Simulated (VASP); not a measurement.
# Fe3Ge (Pm-3m) in VASP: notebook

The runs below take Fe3Ge through single point, with PBEsol.

Everything below comes from runs of VASP 6.6.1. Logs are shortened: lines on timing, memory, paths and dates and some standing lists are left out, and cuts for length are marked.

## (1) The cell of the first run

The structure is cubic, space group Pm-3m (No. 221). The conventional cell has a = 3.779 Å, b = 3.779 Å, c = 3.779 Å, α = 90.00°, β = 90.00°, γ = 90.00°. Fe (site symmetry 4/mmm) has 8 Fe at 2.67 Å and 4 Ge at 2.67 Å within 3.5 Å. Ge (site symmetry m-3m) has 12 Fe at 2.67 Å within 3.5 Å.

## (2) Single point, PBEsol (volume scaled by 1.1)

Input file INCAR:

```
SYSTEM = Fe3Ge
ALGO     = Normal         ! electronic algorithm
EDIFF    = 1E-6           ! SCF threshold, eV
ENCUT    = 520            ! plane-wave cutoff, eV
GGA      = PS             ! functional
ISIF     = 2              ! what is computed and relaxed
ISMEAR   = -1             ! smearing method
LASPH    = .True.         ! aspherical terms in the spheres
LCHARG   = .False.        ! write CHGCAR
LREAL    = .False.        ! projectors in reciprocal space
LWAVE    = .False.        ! write WAVECAR
NBANDS   = 27             ! bands
NELM     = 100            ! most SCF steps
PREC     = Accurate       ! precision mode
SIGMA    = 0.03           ! smearing width, eV
```

Input file KPOINTS:

```
k-points
0
Gamma
  9 9 9
  0 0 0
```

Input file POSCAR:

```
Fe3Ge
1.0
    3.7786618994      0.0000000000      0.0000000000
    0.0000000000      3.7786618994      0.0000000000
    0.0000000000      0.0000000000      3.7786618994
Fe Ge
3 1
Direct
    0.0000000000      0.5000000000      0.5000000000
    0.5000000000      0.5000000000      0.0000000000
    0.5000000000      0.0000000000      0.5000000000
    0.0000000000      0.0000000000      0.0000000000
```

Potentials or basis: VASP PAW PBE potentials, release 64 (Fe, Ge_d).

Run with:

```bash
$ cat potpaw_PBE.64/Fe/POTCAR potpaw_PBE.64/Ge_d/POTCAR > POTCAR
$ mpirun -np 1 vasp_std > vasp.out
```

OUTCAR:

```text
SYSTEM = Fe3Ge
   EDIFF = 1E-6
   ENCUT = 520
   GGA = PS
   ISIF = 2
   ISMEAR = -1
   LASPH = .True.
   LREAL = .False.
   NELM = 100
   PREC = Accurate

 ion  position               nearest neighbor table
   1  0.000  0.500  0.500-   2 2.67   3 2.67   4 2.67   2 2.67   4 2.67   3 2.67   4 2.67   4 2.67
                             2 2.67   3 2.67   2 2.67   3 2.67
   2  0.500  0.500  0.000-   1 2.67   3 2.67   4 2.67   1 2.67   3 2.67   3 2.67   4 2.67   3 2.67
                             1 2.67   4 2.67   1 2.67   4 2.67
   3  0.500  0.000  0.500-   1 2.67   2 2.67   4 2.67   2 2.67   4 2.67   1 2.67   2 2.67   2 2.67
                             1 2.67   4 2.67   4 2.67   1 2.67
   4  0.000  0.000  0.000-   1 2.67   2 2.67   3 2.67   1 2.67   3 2.67   1 2.67   2 2.67   1 2.67
                             2 2.67   3 2.67   3 2.67   2 2.67

  LATTYP: Found a simple cubic cell.
 ALAT       =     3.7786618994

  Lattice vectors:

 A1 = (   3.7786618994,   0.0000000000,   0.0000000000)
 A2 = (   0.0000000000,   3.7786618994,   0.0000000000)
 A3 = (   0.0000000000,   0.0000000000,   3.7786618994)

Analysis of symmetry for initial positions (statically):
=====================================================================
 Subroutine PRICEL returns:
 Original cell was already a primitive cell.

 Routine SETGRP: Setting up the symmetry group for a
 simple cubic supercell.

 Subroutine GETGRP returns: Found 48 space group operations
 (whereof 48 operations were pure point group operations)
 out of a pool of 48 trial point group operations.

The static configuration has the point symmetry O_h .

Analysis of symmetry for dynamics (positions and initial velocities):
=====================================================================
 Subroutine PRICEL returns:
 Original cell was already a primitive cell.

 Routine SETGRP: Setting up the symmetry group for a
 simple cubic supercell.

 Subroutine GETGRP returns: Found 48 space group operations
 (whereof 48 operations were pure point group operations)
 out of a pool of 48 trial point group operations.

The dynamic configuration has the point symmetry O_h .

 Subroutine INISYM returns: Found 48 space group operations
 (whereof 48 operations are pure point group operations),
 and found     1 'primitive' translations

----------------------------------------------------------------------------------------

                                     Primitive cell

  volume of cell :      53.9528

  direct lattice vectors                    reciprocal lattice vectors
     3.778661899  0.000000000  0.000000000     0.264643947  0.000000000  0.000000000
     0.000000000  3.778661899  0.000000000     0.000000000  0.264643947  0.000000000
     0.000000000  0.000000000  3.778661899     0.000000000  0.000000000  0.264643947

  length of vectors
     3.778661899  3.778661899  3.778661899     0.264643947  0.264643947  0.264643947

  position of ions in fractional coordinates (direct lattice)
     0.000000000  0.500000000  0.500000000
     0.500000000  0.500000000  0.000000000
     0.500000000  0.000000000  0.500000000
     0.000000000  0.000000000  0.000000000

  ion indices of the primitive-cell ions
   primitive index   ion index
                 1           1
                 2           2
                 3           3
                 4           4

----------------------------------------------------------------------------------------

 KPOINTS: k-points

Automatic generation of k-mesh.
 Grid dimensions read from file:
 generate k-points for:    9    9    9

 Generating k-lattice:

  Cartesian coordinates                     Fractional coordinates (reciprocal lattice)
     0.029404883  0.000000000  0.000000000     0.111111111  0.000000000  0.000000000
     0.000000000  0.029404883  0.000000000     0.000000000  0.111111111  0.000000000
     0.000000000  0.000000000  0.029404883     0.000000000  0.000000000  0.111111111

  Length of vectors
     0.029404883  0.029404883  0.029404883

  Shift w.r.t. Gamma in fractional coordinates (k-lattice)
     0.000000000  0.000000000  0.000000000

 Subroutine IBZKPT returns following result:
 ===========================================

 Found     35 irreducible k-points:

 Following reciprocal coordinates:
            Coordinates               Weight
  0.000000  0.000000  0.000000      1.000000
  0.111111  0.000000  0.000000      6.000000
  0.222222  0.000000  0.000000      6.000000
  0.333333  0.000000  0.000000      6.000000
  0.444444  0.000000  0.000000      6.000000
  0.111111  0.111111  0.000000     12.000000
[... 16 lines left out ...]
  0.333333  0.333333  0.111111     24.000000
  0.444444  0.333333  0.111111     48.000000
 [... further k-points ...]
   k-points           NKPTS =     35   k-points in BZ     NKDIM =     35   number of bands    NBANDS=     27
   number of dos      NEDOS =    301   number of ions     NIONS =      4
   total plane-waves  NPLWV =  21952
   dimension x,y,z NGX =    28 NGY =   28 NGZ =   28
   dimension x,y,z NGXF=    56 NGYF=   56 NGZF=   56
   ions per type =               3   1
   NGX,Y,Z   is equivalent  to a cutoff of  12.32, 12.32, 12.32 a.u.
   NGXF,Y,Z  is equivalent  to a cutoff of  24.64, 24.64, 24.64 a.u.
 SYSTEM =  Fe3Ge
   PREC   = accura    normal or accurate (medium, high low for compatibility)
   ISTART =      0    job   : 0-new  1-cont  2-samecut
   ICHARG =      2    charge: 1-file 2-atom 10-const
   ISPIN  =      1    spin polarized calculation?
   LNONCOLLINEAR =      F non collinear calculations
   LSORBIT =      F    spin-orbit coupling
   LASPH  =      T    aspherical Exc in radial PAW
   ENCUT  =  520.0 eV  38.22 Ry    6.18 a.u.   7.03  7.03  7.03*2*pi/ulx,y,z
   NELM   =    100;   NELMIN=  2; NELMDL= -5     # of ELM steps
   EDIFF  = 0.1E-05   stopping-criterion for ELM
   LREAL  =      F    real-space projection
   EDIFFG = 0.1E-04   stopping-criterion for IOM
   NSW    =      0    number of steps for IOM
   IBRION =     -1    ionic relax: 0-MD 1-quasi-New 2-CG
   NFREE  =      0    steps in history (QN), initial steepest desc. (CG)
   ISIF   =      2    stress and relaxation
   ISYM   =      2    0-nonsym 1-usesym 2-fastsym
   POTIM  = 0.5000    time-step for ionic-motion
   TEBEG  =    0.0;   TEEND  =   0.0 temperature during run
   PSTRESS=    0.0 pullay stress
   NELECT =      38.0000    total number of electrons
   NUPDOWN=      -1.0000    fix difference up-down
   EMIN   =  10.00;   EMAX   =-10.00  energy-range for DOS
   EFERMI =   0.00;   METHOD = LEGACY
   ISMEAR =    -1;   SIGMA  =   0.03  broadening in eV -4-tet -1-fermi 0-gaus
   EFERMI_NEDOS =   21; number of points for ismear=-14 and -15
   IALGO  =     38    algorithm
   IMIX   =      4    mixing-type and parameters
     AMIX     =   0.40;   BMIX     =  1.00
     AMIX_MAG =   1.60;   BMIX_MAG =  1.00
  volume/ion in A,a.u.               =      13.49        91.02
  Fermi-wavevector in a.u.,A,eV,Ry     =   1.456570  2.752518 28.866064  2.121596
  Thomas-Fermi vector in A             =   2.573473
   LORBIT       =      0    0 simple, 1 ext, 2 COOP (PROOUT), +10 PAW based schemes
   GGA     = PS    functional components
   LHFCALC =     F    Hartree Fock is set to
   AEXX    =    0.0000 exact exchange contribution
   IVDW    =     0    specifies the selected vdW correction
   LEPSILON=     F    determine dielectric tensor
   LRPA    =     F    only Hartree local field effects (RPA)
 non-spin polarized calculation
  energy-cutoff  :      520.00
  volume of cell :       53.95
 maximum number of plane-waves:      1466
   NGX = 15   NGY = 15   NGZ = 15

 number of electron      37.9999965 magnetization

 Free energy of the ion-electron system (eV)
  ---------------------------------------------------
  ext. energy  EPLUGINS =         0.00000000
  ---------------------------------------------------
  free energy    TOTEN  =       -29.89473841 eV

  energy without entropy =      -29.84604228  energy(sigma->0) =      -29.87039034

 E-fermi :   5.6067     XC(G=0): -12.5877

 val. band max:        5.6041908597   @ k =   0.3333   0.2222   0.0000
 cond. band min:       5.6108296478   @ k =   0.3333   0.2222   0.2222
 fundamental gap:      0.0066387882
 Fermi energy:         5.6066878295

 k-point     1 :       0.0000    0.0000    0.0000
  band No.  band energies     occupation
      1     -18.6909      2.00000
      2     -18.6909      2.00000
      3     -18.6866      2.00000
      4     -18.6866      2.00000
      5     -18.6866      2.00000
      6      -5.3295      2.00000
[... 19 lines left out ...]
     26      12.5795      0.00000
     27      12.5795      0.00000

 k-point     2 :       0.1111    0.0000    0.0000
  band No.  band energies     occupation
      1     -18.6907      2.00000
      2     -18.6894      2.00000
      3     -18.6866      2.00000
      4     -18.6866      2.00000
      5     -18.6865      2.00000
      6      -5.2146      2.00000
[... 19 lines left out ...]
     26      12.5674      0.00000
     27      12.8568      0.00000

 k-point     3 :       0.2222    0.0000    0.0000
  band No.  band energies     occupation
      1     -18.6900      2.00000
      2     -18.6865      2.00000
      3     -18.6865      2.00000
      4     -18.6864      2.00000
      5     -18.6857      2.00000
      6      -4.8846      2.00000
[... 19 lines left out ...]
     26      12.5324      0.00000
     27      13.2198      0.00000

 k-point     4 :       0.3333    0.0000    0.0000
  band No.  band energies     occupation
      1     -18.6893      2.00000
      2     -18.6865      2.00000
      3     -18.6865      2.00000
      4     -18.6862      2.00000
      5     -18.6815      2.00000
      6      -4.4024      2.00000
[... 19 lines left out ...]
     26      12.4826      0.00000
     27      12.6624      0.00000
[... 516 lines left out ...]
      4     -18.6847      2.00000
      5     -18.6764      2.00000
      6      -3.5518      2.00000
[... 19 lines left out ...]
     26      11.3218      0.00000
     27      12.2322      0.00000

 k-point    23 :       0.3333    0.3333    0.1111
  band No.  band energies     occupation
      1     -18.6897      2.00000
      2     -18.6869      2.00000
      3     -18.6868      2.00000
      4     -18.6835      2.00000
      5     -18.6762      2.00000
      6      -3.5485      2.00000
[... 19 lines left out ...]
     26      12.2696      0.00000
     27      12.6913      0.00000

 k-point    24 :       0.4444    0.3333    0.1111
  band No.  band energies     occupation
      1     -18.6906      2.00000
      2     -18.6870      2.00000
      3     -18.6868      2.00000
      4     -18.6830      2.00000
      5     -18.6741      2.00000
      6      -3.2261      2.00000
[... 19 lines left out ...]
     26      11.9737      0.00000
     27      12.7153      0.00000

 [... further k-points ...]
[... 5 lines left out ...]
  --------------------------------------------------------------------------------------
  -------------------------------------------------------------------------------------
  Total      -11.5587146    -11.5587146    -11.5587146     -0.0000000      0.0000000      0.0000000
  in kB     -343.2464225   -343.2464225   -343.2464225     -0.0000000      0.0000000      0.0000000
  external PRESSURE =    -343.2464225 kB  Pullay stress =       0.0000000 kB

 VOLUME and BASIS-vectors are now :
 -----------------------------------------------------------------------------
  energy-cutoff  :      520.00
  volume of cell :       53.95
      direct lattice vectors                 reciprocal lattice vectors
     3.778661899  0.000000000  0.000000000     0.264643947  0.000000000  0.000000000
     0.000000000  3.778661899  0.000000000     0.000000000  0.264643947  0.000000000
     0.000000000  0.000000000  3.778661899     0.000000000  0.000000000  0.264643947

 POSITION                                       TOTAL-FORCE (eV/Angst)
 -----------------------------------------------------------------------------------
      0.00000      1.88933      1.88933         0.000000      0.000000      0.000000
      1.88933      1.88933      0.00000         0.000000      0.000000      0.000000
      1.88933      0.00000      1.88933         0.000000      0.000000      0.000000
      0.00000      0.00000      0.00000         0.000000      0.000000      0.000000
 -----------------------------------------------------------------------------------
    total drift:                                0.000000      0.000000      0.000000

  FREE ENERGIE OF THE ION-ELECTRON SYSTEM (eV)
  ---------------------------------------------------
  free  energy   TOTEN  =       -29.8947384118 eV

  energy  without entropy=      -29.8460422752  energy(sigma->0) =      -29.87039034
```

Wall time 25 s (1 thread of AMD EPYC 9R45 (Zen 5), shared host); peak memory 0.15 GiB.

Results:

```yaml
Free_energy: -29.8947 eV
Pressure: -34.3 GPa
Band_gap_on_the_k_mesh: zero (band 19 reaches 5.90 eV, above the bottom of band 20 at 5.53 eV)
```

Caveat: the PAW data sets were made with another functional, which shifts forces and pressure a little. Spin polarisation is off, so any magnetic state and its effect on volume and gap are missing.

## (3) Single point, PBEsol (volume scaled by 1.18)

Input file INCAR:

```
SYSTEM = Fe3Ge
PREC     = Accurate       ! precision mode
ENCUT    = 520            ! plane-wave cutoff, eV
EDIFF    = 1E-7           ! SCF threshold, eV
ISMEAR   = -1             ! smearing method
SIGMA    = 0.03           ! smearing width, eV
LREAL    = .FALSE.        ! projectors in reciprocal space
LASPH    = .TRUE.         ! aspherical terms in the spheres
NELM     = 100            ! most SCF steps
ALGO     = Normal         ! electronic algorithm
ISIF     = 2              ! what is computed and relaxed
LWAVE    = .FALSE.        ! write WAVECAR
LCHARG   = .FALSE.        ! write CHGCAR
GGA      = PS             ! functional
NBANDS   = 27             ! bands
```

Input file KPOINTS:

```
regular mesh
0
G
  9 9 9
  0 0 0
```

Input file POSCAR:

```
Fe3Ge
1.0
    3.8681307176      0.0000000000      0.0000000000
    0.0000000000      3.8681307176      0.0000000000
    0.0000000000      0.0000000000      3.8681307176
Fe Ge
3 1
Direct
    0.0000000000      0.5000000000      0.5000000000
    0.5000000000      0.5000000000      0.0000000000
    0.5000000000      0.0000000000      0.5000000000
    0.0000000000      0.0000000000      0.0000000000
```

Potentials or basis: VASP PAW PBE potentials, release 64 (Fe, Ge_d).

Run with:

```bash
$ cat potpaw_PBE.64/Fe/POTCAR potpaw_PBE.64/Ge_d/POTCAR > POTCAR
$ mpirun -np 1 vasp_std > vasp.out
```

It took 30 s on 1 thread of AMD EPYC 9R45 (Zen 5), shared host; peak memory 0.17 GiB.

The run converged. Its results:

```
Free energy            : -29.0020 eV
Pressure               : -38.2 GPa
Band gap on the k mesh : zero (band 19 reaches 5.21 eV, above the bottom of band 20 at 4.88 eV)
```

Levels at points of the mesh, in eV from the Fermi level:
| k point | band 17 | band 18 | band 19 | band 20 | band 21 | band 22 |
| --- | --- | --- | --- | --- | --- | --- |
| (0.00, 0.00, 0.00) | -0.37 | -0.37 | 0.26 | 0.26 | 0.67 | 0.85 |

Caveat: the PAW data sets were made with another functional, which shifts forces and pressure a little.
